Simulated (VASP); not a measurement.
Wanted: the native input for a VASP 6.6.1 run.

```
Task                   : single point
Functional             : PBE
Potentials or basis    : VASP PAW PBE potentials, release 64 (Fe, Co, Ge_d)
Cutoff                 : 600 eV
k mesh                 : 8 × 8 × 8
Occupations            : gaussian, width 0.1 eV
Spin                   : collinear spin, ferromagnetic start
Starting moments       : [1.23, 1.23, 1.23, 0.24, 0.0, 0.0, 0.0, 0.0] μB
Dipole correction      : no
Further INCAR settings : ALGO = Normal; EDIFF = 1e-06; NBANDS = 58
```

The structure of Fe3CoGe4 lies in POSCAR:

```
Fe3CoGe4
1.0
    3.2940104629      1.9017978275      2.6904097372
   -3.2940104629      1.9017978275      2.6904097372
    0.0000000000     -3.8035956550      2.6904097372
Fe Co Ge
3 1 4
Direct
    0.1324779679      0.8664303935      0.6350631321
    0.8664303935      0.6350631321      0.1324779679
    0.6350631321      0.1324779679      0.8664303935
    0.3653242184      0.3653242184      0.3653242184
    0.8395652906      0.1618242031      0.3412499450
    0.1618242031      0.3412499450      0.8395652906
    0.6580648494      0.6580648494      0.6580648494
    0.3412499450      0.8395652906      0.1618242031
```

The input as run:

INCAR

```
SYSTEM = Fe3CoGe4
  ALGO = Normal
  EDIFF = 1E-6
  ENCUT = 600
  GGA = PE
  GGA_COMPAT = .False.
  ISIF = 2
  ISMEAR = 0
  ISPIN = 2
  KPAR = 4
  LASPH = .True.
  LCHARG = .True.
  LMAXMIX = 4
  LORBIT = 11
  LREAL = .False.
  LVHAR = .True.
  LWAVE = .False.
  MAGMOM = 1.23 1.23 1.23 0.24 0 0 0 0
  NBANDS = 58
  NELM = 200
  PREC = Accurate
  SIGMA = 0.1
```

KPOINTS

```
k-points
0
Gamma
  8 8 8
  0 0 0
```

Potentials or basis: VASP PAW PBE potentials, release 64 (Fe, Co, Ge_d).

Launch:

```sh
$ cat potpaw_PBE.64/Fe/POTCAR potpaw_PBE.64/Co/POTCAR potpaw_PBE.64/Ge_d/POTCAR > POTCAR
$ mpirun -np 4 vasp_std > vasp.out
```

Results of the run:

```json
{"Pressure": "0.2 GPa", "Largest force": "0.021 eV/Å", "Net moment": "3.20 μB per cell", "Site moments": "Fe +1.12; Co +0.21; Ge -0.06, -0.07 (each value once) μB", "Valence electrons inside the program's atomic spheres": "Fe 7.36; Co 8.37; Ge 12.47, 12.48 (each value once)"}
```

Wall time 3.7 min on 4 MPI ranks on AMD EPYC 9R45 96-Core Processor (Zen 5) (shared host), peak memory 0.95 GiB a rank.
